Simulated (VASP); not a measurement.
# Os (P6_3/mmc) in VASP: notebook, part 3 of 3

VASP 6.6.1. Earlier steps stand in the parts before.

**4. Relaxation of shape and atoms at fixed volume, PBE (13.85 Å³/atom)**

This run uses another cell than the first one, of 13.85 Å³/atom.

The input, INCAR:

```
SYSTEM = Os
ALGO = Normal ; EDIFF = 1E-6
EDIFFG = -0.01 ; ENCUT = 600
GGA = PE ; IBRION = 2
ISIF = 4 ; ISMEAR = 0
LASPH = .TRUE. ; LCHARG = .FALSE.
LREAL = .FALSE. ; LWAVE = .FALSE.
NELM = 80 ; NSW = 50
PREC = Accurate ; SIGMA = 0.1
```

The input, KPOINTS:

```
k-points
0
G
  18 18 10
  0 0 0
```

The input, POSCAR:

```
Os
1.0
    2.7249829891      0.0000000000      0.0000000000
   -1.3624914946      2.3599044934      0.0000000000
    0.0000000000      0.0000000000      4.3069115111
Os
2
Direct
    0.3333333333      0.6666666667      0.2500000000
    0.6666666667      0.3333333333      0.7500000000
```

Potentials or basis: VASP PAW PBE potentials, release 64 (Os).

Command:

```bash
> cat potpaw_PBE.64/Os/POTCAR > POTCAR
> mpirun -np 1 vasp_std > vasp.out
```

OUTCAR:

```text
SYSTEM = Os
   EDIFF = 1E-6
   EDIFFG = -0.01
   ENCUT = 600
   GGA = PE
   IBRION = 2
   ISIF = 4
   ISMEAR = 0
   LASPH = .TRUE.
   LREAL = .FALSE.
   NELM = 80
   NSW = 50
   PREC = Accurate

 ion  position               nearest neighbor table
   1  0.333  0.667  0.250-   2 2.67   2 2.67   2 2.67   2 2.67   2 2.67   2 2.67
   2  0.667  0.333  0.750-   1 2.67   1 2.67   1 2.67   1 2.67   1 2.67   1 2.67

  LATTYP: Found a hexagonal cell.
 ALAT       =     2.7249829891
 C/A-ratio  =     1.5805278522

  Lattice vectors:

 A1 = (   2.7249829891,   0.0000000000,   0.0000000000)
 A2 = (  -1.3624914946,   2.3599044934,   0.0000000000)
 A3 = (   0.0000000000,   0.0000000000,   4.3069115111)

Analysis of symmetry for initial positions (statically):
=====================================================================
 Subroutine PRICEL returns:
 Original cell was already a primitive cell.

 Routine SETGRP: Setting up the symmetry group for a
 hexagonal supercell.

 Subroutine GETGRP returns: Found 24 space group operations
 (whereof 12 operations were pure point group operations)
 out of a pool of 24 trial point group operations.

The static configuration has the point symmetry D_3d.
 The point group associated with its full space group is D_6h.

Analysis of symmetry for dynamics (positions and initial velocities):
=====================================================================
 Subroutine PRICEL returns:
 Original cell was already a primitive cell.

 Routine SETGRP: Setting up the symmetry group for a
 hexagonal supercell.

 Subroutine GETGRP returns: Found 24 space group operations
 (whereof 12 operations were pure point group operations)
 out of a pool of 24 trial point group operations.

The dynamic configuration has the point symmetry D_3d.
 The point group associated with its full space group is D_6h.

 Subroutine INISYM returns: Found 24 space group operations
 (whereof 12 operations are pure point group operations),
 and found     1 'primitive' translations

----------------------------------------------------------------------------------------

                                     Primitive cell

  volume of cell :      27.6965

  direct lattice vectors                    reciprocal lattice vectors
     2.724982989  0.000000000  0.000000000     0.366974768  0.211872981  0.000000000
    -1.362491495  2.359904493  0.000000000     0.000000000  0.423745962  0.000000000
     0.000000000  0.000000000  4.306911511     0.000000000  0.000000000  0.232184942

  length of vectors
     2.724982989  2.724982989  4.306911511     0.423745962  0.423745962  0.232184942

  position of ions in fractional coordinates (direct lattice)
     0.333333333  0.666666667  0.250000000
     0.666666667  0.333333333  0.750000000

  ion indices of the primitive-cell ions
   primitive index   ion index
                 1           1
                 2           2

----------------------------------------------------------------------------------------

 KPOINTS: k-points
[... 51 lines left out ...]
   number of dos      NEDOS =    301   number of ions     NIONS =      2
   total plane-waves  NPLWV =  20736
   dimension x,y,z NGX =    24 NGY =   24 NGZ =   36
   dimension x,y,z NGXF=    48 NGYF=   48 NGZF=   72
   ions per type =               2
   NGX,Y,Z   is equivalent  to a cutoff of  14.64, 14.64, 13.90 a.u.
   NGXF,Y,Z  is equivalent  to a cutoff of  29.28, 29.28, 27.79 a.u.
 SYSTEM =  Os
   PREC   = accura    normal or accurate (medium, high low for compatibility)
   ISTART =      0    job   : 0-new  1-cont  2-samecut
   ICHARG =      2    charge: 1-file 2-atom 10-const
   ISPIN  =      1    spin polarized calculation?
   LNONCOLLINEAR =      F non collinear calculations
   LSORBIT =      F    spin-orbit coupling
   LASPH  =      T    aspherical Exc in radial PAW
   ENCUT  =  600.0 eV  44.10 Ry    6.64 a.u.   5.44  5.44  8.60*2*pi/ulx,y,z
   NELM   =     80;   NELMIN=  2; NELMDL= -5     # of ELM steps
   EDIFF  = 0.1E-05   stopping-criterion for ELM
   LREAL  =      F    real-space projection
   EDIFFG = -.1E-01   stopping-criterion for IOM
   NSW    =     50    number of steps for IOM
   IBRION =      2    ionic relax: 0-MD 1-quasi-New 2-CG
   NFREE  =      1    steps in history (QN), initial steepest desc. (CG)
   ISIF   =      4    stress and relaxation
   ISYM   =      2    0-nonsym 1-usesym 2-fastsym
   POTIM  = 0.5000    time-step for ionic-motion
   TEBEG  =    0.0;   TEEND  =   0.0 temperature during run
   PSTRESS=    0.0 pullay stress
   NELECT =      16.0000    total number of electrons
   NUPDOWN=      -1.0000    fix difference up-down
   EMIN   =  10.00;   EMAX   =-10.00  energy-range for DOS
   EFERMI =   0.00;   METHOD = LEGACY
   ISMEAR =     0;   SIGMA  =   0.10  broadening in eV -4-tet -1-fermi 0-gaus
   EFERMI_NEDOS =   21; number of points for ismear=-14 and -15
   IALGO  =     38    algorithm
   IMIX   =      4    mixing-type and parameters
     AMIX     =   0.40;   BMIX     =  1.00
     AMIX_MAG =   1.60;   BMIX_MAG =  1.00
  volume/ion in A,a.u.               =      13.85        93.45
  Fermi-wavevector in a.u.,A,eV,Ry     =   1.363453  2.576552 25.293278  1.859003
  Thomas-Fermi vector in A             =   2.489854
   LORBIT       =      0    0 simple, 1 ext, 2 COOP (PROOUT), +10 PAW based schemes
   GGA     = PE    functional components
   LHFCALC =     F    Hartree Fock is set to
   AEXX    =    0.0000 exact exchange contribution
   IVDW    =     0    specifies the selected vdW correction
   LEPSILON=     F    determine dielectric tensor
   LRPA    =     F    only Hartree local field effects (RPA)
 conjugate gradient relaxation of ions
 non-spin polarized calculation
 Gauss-broadening in eV      SIGMA  =   0.10
  energy-cutoff  :      600.00
  volume of cell :       27.70
 maximum number of plane-waves:       965
 NGX is ok and might be reduce to    24
   NGX = 11   NGY = 11   NGZ = 17

--------------------------------------- Ionic step        1  -------------------------------------------

 number of electron      16.0000001 magnetization

 Free energy of the ion-electron system (eV)
  ---------------------------------------------------
  ext. energy  EPLUGINS =         0.00000000
  ---------------------------------------------------
  free energy    TOTEN  =       -22.46605219 eV

  energy without entropy =      -22.45864750  energy(sigma->0) =      -22.46234985

------------------------ aborting loop because EDIFF is reached ----------------------------------------

  FORCE on cell =-STRESS in cart. coord.  units (eV):
  Direction    XX          YY          ZZ          XY          YZ          ZX
  --------------------------------------------------------------------------------------
  -------------------------------------------------------------------------------------
  Total        2.2539408      2.2539408      2.3914766     -0.0000000      0.0000000     -0.0000000
  in kB      130.3853861    130.3853861    138.3415214     -0.0000000      0.0000000     -0.0000000
  external PRESSURE =     133.0374312 kB  Pullay stress =       0.0000000 kB
[... 59 lines left out ...]
--------------------------------------- Ionic step        3  -------------------------------------------

 number of electron      16.0000001 magnetization

 Free energy of the ion-electron system (eV)
  ---------------------------------------------------
  ext. energy  EPLUGINS =         0.00000000
  ---------------------------------------------------
  free energy    TOTEN  =       -22.46611245 eV

  energy without entropy =      -22.45879117  energy(sigma->0) =      -22.46245181

 E-fermi :   9.6245     XC(G=0): -14.1166

 val. band max:        9.6158741551   @ k =   0.2222   0.0556   0.3000
 cond. band min:       9.6301355072   @ k =   0.0000   0.0000   0.0000
 fundamental gap:      0.0142613520
 Fermi energy:         9.6244614912

 k-point     1 :       0.0000    0.0000    0.0000
  band No.  band energies     occupation
      1      -1.4140      2.00000
      2       1.7294      2.00000
      3       6.5204      2.00000
      4       6.5204      2.00000
      5       6.7613      2.00000
      6       7.3718      2.00000
      7       7.3718      2.00000
      8       8.0549      2.00000
      9       8.0549      2.00000
     10       9.6301      0.93604
     11      11.3388      0.00000
     12      11.3388      0.00000
[... 331 lines left out ...]
 k-point    24 :       0.3889    0.1111    0.0000
  band No.  band energies     occupation
      1       2.7169      2.00000
      2       2.8432      2.00000
      3       3.1629      2.00000
      4       5.9637      2.00000
      5       6.0748      2.00000
      6       6.9546      2.00000
      7       7.6638      2.00000
      8      11.2345      0.00000
      9      11.6827      0.00000
     10      12.1588      0.00000
     11      13.6101      0.00000
     12      16.6763      0.00000

 [... further k-points ...]
[... 5 lines left out ...]
  --------------------------------------------------------------------------------------
  -------------------------------------------------------------------------------------
  Total        2.2947298      2.2947298      2.2945084     -0.0000000     -0.0000000      0.0000000
  in kB      132.7449385    132.7449385    132.7321304     -0.0000000     -0.0000000      0.0000000
  external PRESSURE =     132.7406692 kB  Pullay stress =       0.0000000 kB
[... 17 lines left out ...]
  FREE ENERGIE OF THE ION-ELECTRON SYSTEM (eV)
  ---------------------------------------------------
  free  energy   TOTEN  =       -22.4661124514 eV

  energy  without entropy=      -22.4587911736  energy(sigma->0) =      -22.46245181

 reached required accuracy - stopping structural energy minimisation
```

OSZICAR:

```text
N       E                     dE             d eps       ncg     rms          rms(c)
DAV:   1     0.121356517920E+03    0.12136E+03   -0.83629E+03  5328   0.144E+03
DAV:   2    -0.149440890661E+02   -0.13630E+03   -0.12358E+03  5556   0.423E+02
[... 17 lines left out ...]
   2 F= -.22465973E+02 E0= -.22462375E+02  d E =0.787633E-04
       N       E                     dE             d eps       ncg     rms          rms(c)
DAV:   1    -0.224662704870E+02   -0.29683E-03   -0.13595E-02  5412   0.103E+00    0.608E-02
DAV:   2    -0.224661495846E+02    0.12090E-03   -0.15049E-04  6508   0.166E-01    0.306E-02
DAV:   3    -0.224661122585E+02    0.37326E-04   -0.68028E-05  5856   0.717E-02    0.530E-03
DAV:   4    -0.224661124514E+02   -0.19294E-06   -0.44870E-06  5184   0.286E-02
   3 F= -.22466112E+02 E0= -.22462452E+02  d E =-.602590E-04
```

It took 2.8 min on 1 thread of Intel Xeon 8259CL, shared host; peak memory 0.23 GiB.

Results:

| Quantity | Value |
| --- | --- |
| Free energy | -22.4661 eV |
| Energy gained by relaxing | 0.0 meV/atom |
| Ionic steps | 3 |
| Pressure after relaxing | 13.3 GPa |
| Band gap on the k mesh | zero (bands 8 and 9 overlap by 4.01 eV) |

Final structure:
```cif
data_structure
_symmetry_space_group_name_H-M 'P 1'
_symmetry_Int_Tables_number 1
_cell_length_a 2.7238
_cell_length_b 2.7238
_cell_length_c 4.3107
_cell_angle_alpha 90.000
_cell_angle_beta 90.000
_cell_angle_gamma 120.000
_cell_volume 27.70
loop_
_atom_site_label
_atom_site_type_symbol
_atom_site_fract_x
_atom_site_fract_y
_atom_site_fract_z
_atom_site_occupancy
Os1 Os 0.33333 0.66667 0.25000 1
Os2 Os 0.66667 0.33333 0.75000 1
```

Levels at points of the mesh, in eV from the Fermi level:
```csv
k point,band 5,band 6,band 7,band 8,band 9,band 10,band 11,band 12
"(0.00, 0.00, 0.00)",-2.86,-2.25,-2.25,-1.57,-1.57,0.01,1.71,1.71
"(0.50, 0.00, 0.00)",-2.93,-2.62,-1.92,2.09,2.65,2.76,4.49,5.80
"(0.00, 0.00, 0.50)",-3.30,-3.30,-3.30,-3.30,0.91,0.91,0.91,0.91
"(0.50, 0.00, 0.50)",-1.22,-1.22,-0.16,-0.16,2.42,2.42,3.35,3.35
```

Caveat: spin-orbit coupling is left out, which moves the levels of the heavy elements.

**5. Relaxation of cell and atoms, PBE**

This run uses another cell than the first one, of 14.27 Å³/atom.

The input, INCAR:

```
PREC = Accurate ; ENCUT = 600
EDIFF = 1E-6 ; ISMEAR = 0
SIGMA = 0.1 ; LREAL = F
LASPH = T ; NELM = 100
ALGO = Normal ; ISIF = 3
LWAVE = F ; LCHARG = F
GGA = PE ; IBRION = 2
NSW = 100 ; EDIFFG = -0.005
```

The input, KPOINTS:

```
Automatic mesh
0
Gamma
  18 18 10
```

The input, POSCAR:

```
Os
1.0
    2.7508550318      0.0000000000      0.0000000000
   -1.3754275159      2.3823103397      0.0000000000
    0.0000000000      0.0000000000      4.3547218027
Os
2
Direct
    0.3333333333      0.6666666667      0.2500000000
    0.6666666667      0.3333333333      0.7500000000
```

Potentials or basis: VASP PAW PBE potentials, release 64 (Os).

Command:

```bash
> cat potpaw_PBE.64/Os/POTCAR > POTCAR
> mpirun -np 1 vasp_std > vasp.out
```

OUTCAR:

```text
PREC = Accurate
   ENCUT = 600
   EDIFF = 1E-6
   ISMEAR = 0
   LREAL = F
   LASPH = T
   NELM = 100
   ISIF = 3
   GGA = PE
   IBRION = 2
   NSW = 100
   EDIFFG = -0.005

 ion  position               nearest neighbor table
   1  0.333  0.667  0.250-   2 2.70   2 2.70   2 2.70   2 2.70   2 2.70   2 2.70
   2  0.667  0.333  0.750-   1 2.70   1 2.70   1 2.70   1 2.70   1 2.70   1 2.70

  LATTYP: Found a hexagonal cell.
 ALAT       =     2.7508550318
 C/A-ratio  =     1.5830430002

  Lattice vectors:

 A1 = (   2.7508550318,   0.0000000000,   0.0000000000)
 A2 = (  -1.3754275159,   2.3823103397,   0.0000000000)
 A3 = (   0.0000000000,   0.0000000000,   4.3547218027)

Analysis of symmetry for initial positions (statically):
=====================================================================
 Subroutine PRICEL returns:
 Original cell was already a primitive cell.

 Routine SETGRP: Setting up the symmetry group for a
 hexagonal supercell.

 Subroutine GETGRP returns: Found 24 space group operations
 (whereof 12 operations were pure point group operations)
 out of a pool of 24 trial point group operations.

The static configuration has the point symmetry D_3d.
 The point group associated with its full space group is D_6h.

Analysis of symmetry for dynamics (positions and initial velocities):
=====================================================================
 Subroutine PRICEL returns:
 Original cell was already a primitive cell.

 Routine SETGRP: Setting up the symmetry group for a
 hexagonal supercell.

 Subroutine GETGRP returns: Found 24 space group operations
 (whereof 12 operations were pure point group operations)
 out of a pool of 24 trial point group operations.

The dynamic configuration has the point symmetry D_3d.
 The point group associated with its full space group is D_6h.

[... 129 lines left out ...]
 conjugate gradient relaxation of ions
 non-spin polarized calculation
 Gauss-broadening in eV      SIGMA  =   0.10
  energy-cutoff  :      600.00
  volume of cell :       28.54
 maximum number of plane-waves:       980
 NGX is ok and might be reduce to    24
   NGX = 11   NGY = 11   NGZ = 17

--------------------------------------- Ionic step        1  -------------------------------------------

 number of electron      16.0000001 magnetization

 Free energy of the ion-electron system (eV)
  ---------------------------------------------------
  ext. energy  EPLUGINS =         0.00000000
  ---------------------------------------------------
  free energy    TOTEN  =       -22.50057244 eV

  energy without entropy =      -22.49300606  energy(sigma->0) =      -22.49678925

------------------------ aborting loop because EDIFF is reached ----------------------------------------

  FORCE on cell =-STRESS in cart. coord.  units (eV):
  Direction    XX          YY          ZZ          XY          YZ          ZX
  --------------------------------------------------------------------------------------
  -------------------------------------------------------------------------------------
  Total        0.0867708      0.0867708     -0.0841091     -0.0000000     -0.0000000     -0.0000000
  in kB        4.8714419      4.8714419     -4.7220104     -0.0000000     -0.0000000     -0.0000000
  external PRESSURE =       1.6736244 kB  Pullay stress =       0.0000000 kB
[... 131 lines left out ...]
--------------------------------------- Ionic step        5  -------------------------------------------

 number of electron      16.0000000 magnetization

 Free energy of the ion-electron system (eV)
  ---------------------------------------------------
  ext. energy  EPLUGINS =         0.00000000
  ---------------------------------------------------
  free energy    TOTEN  =       -22.50068019 eV

  energy without entropy =      -22.49299510  energy(sigma->0) =      -22.49683765

 E-fermi :   9.1642     XC(G=0): -13.9413

 val. band max:        9.1528933703   @ k =   0.2222   0.0556   0.3000
 cond. band min:       9.1689224227   @ k =   0.4444   0.1111   0.4000
 fundamental gap:      0.0160290524
 Fermi energy:         9.1642079712

 k-point     1 :       0.0000    0.0000    0.0000
  band No.  band energies     occupation
      1      -1.5966      2.00000
      2       1.5613      2.00000
      3       6.1978      2.00000
      4       6.1978      2.00000
      5       6.4427      2.00000
      6       7.0109      2.00000
      7       7.0109      2.00000
      8       7.6466      2.00000
      9       7.6466      2.00000
     10       9.1870      0.74684
     11      10.7990      0.00000
     12      10.7990      0.00000
[... 331 lines left out ...]
 k-point    24 :       0.3889    0.1111    0.0000
  band No.  band energies     occupation
      1       2.5231      2.00000
      2       2.6252      2.00000
      3       2.9783      2.00000
      4       5.6545      2.00000
      5       5.7188      2.00000
      6       6.6039      2.00000
      7       7.2891      2.00000
      8      10.6948      0.00000
      9      11.1128      0.00000
     10      11.5781      0.00000
     11      12.9527      0.00000
     12      15.9245      0.00000

 [... further k-points ...]
[... 5 lines left out ...]
  --------------------------------------------------------------------------------------
  -------------------------------------------------------------------------------------
  Total        0.0049845      0.0049845      0.0060533     -0.0000000      0.0000000      0.0000000
  in kB        0.2797261      0.2797261      0.3397071     -0.0000000      0.0000000      0.0000000
  external PRESSURE =       0.2997198 kB  Pullay stress =       0.0000000 kB
[... 17 lines left out ...]
  FREE ENERGIE OF THE ION-ELECTRON SYSTEM (eV)
  ---------------------------------------------------
  free  energy   TOTEN  =       -22.5006801900 eV

  energy  without entropy=      -22.4929951021  energy(sigma->0) =      -22.49683765

 reached required accuracy - stopping structural energy minimisation
```

Run time: 4.4 min. Hardware: 1 thread of Intel Xeon 8259CL, shared host; peak memory 0.23 GiB.

Results:

| Property | Result |
| --- | --- |
| Free energy | -22.5007 eV |
| Relaxed volume | 14.27 Å³/atom |
| Relaxed cell | a = 2.753 Å, b = 2.753 Å, c = 4.350 Å, α = 90.00°, β = 90.00°, γ = 120.00° |
| Space group after relaxing (to 0.1 Å) | P6_3/mmc (No. 194) |
| Energy gained by relaxing | 0.1 meV/atom |
| Ionic steps | 5 |
| Pressure after relaxing | 0.0 GPa |
| Band gap on the k mesh | zero (bands 8 and 9 overlap by 3.80 eV) |

Step by step:
```
step  energy change (eV)  largest force (eV/Å)  pressure (GPa)  volume (Å³)
   1              0.0000                0.0000            0.17        28.54
   2              0.0002                0.0000           -0.63        28.60
   3             -0.0001                0.0000           -0.11        28.56
   4             -0.0001                0.0000            0.34        28.53
   5             -0.0001                0.0000            0.03        28.55
```

Final structure:
```
Os
1.0
     2.75286    0.00000    0.00000
    -1.37643    2.38405    0.00000
     0.00000    0.00000    4.35011
Os
2
Direct
  0.33333 0.66667 0.25000
  0.66667 0.33333 0.75000
```

Caveat: spin-orbit coupling is left out, which moves the levels of the heavy elements.

**6. The runs side by side**

| task | cell | gap on the mesh (eV) | pressure (GPa) |
| --- | --- | --- | --- |
| relaxation of shape and atoms at fixed volume | relaxed from a = 2.665, b = 2.665, c = 4.225 Å, angles 90.0, 90.0, 120.0°, 2 atoms | none | 48.1 |
| relaxation of shape and atoms at fixed volume | relaxed from a = 2.695, b = 2.695, c = 4.266 Å, angles 90.0, 90.0, 120.0°, 2 atoms | none | 29.1 |
| relaxation of shape and atoms at fixed volume | relaxed from a = 2.725, b = 2.725, c = 4.307 Å, angles 90.0, 90.0, 120.0°, 2 atoms | none | 13.3 |
| relaxation of cell and atoms | relaxed from a = 2.751, b = 2.751, c = 4.355 Å, angles 90.0, 90.0, 120.0°, 2 atoms | none | 0.0 |

Alike in all rows: level PBE; potentials or basis VASP PAW PBE potentials, release 64 (Os); no spin polarisation; k mesh 18 × 18 × 10; cutoff (eV) 600; smearing gaussian 0.1 eV.

Caveats: spin-orbit coupling is left out, which moves the levels of the heavy elements.

Total energies depend on the potentials used, so only differences within one code and one set of settings carry meaning.
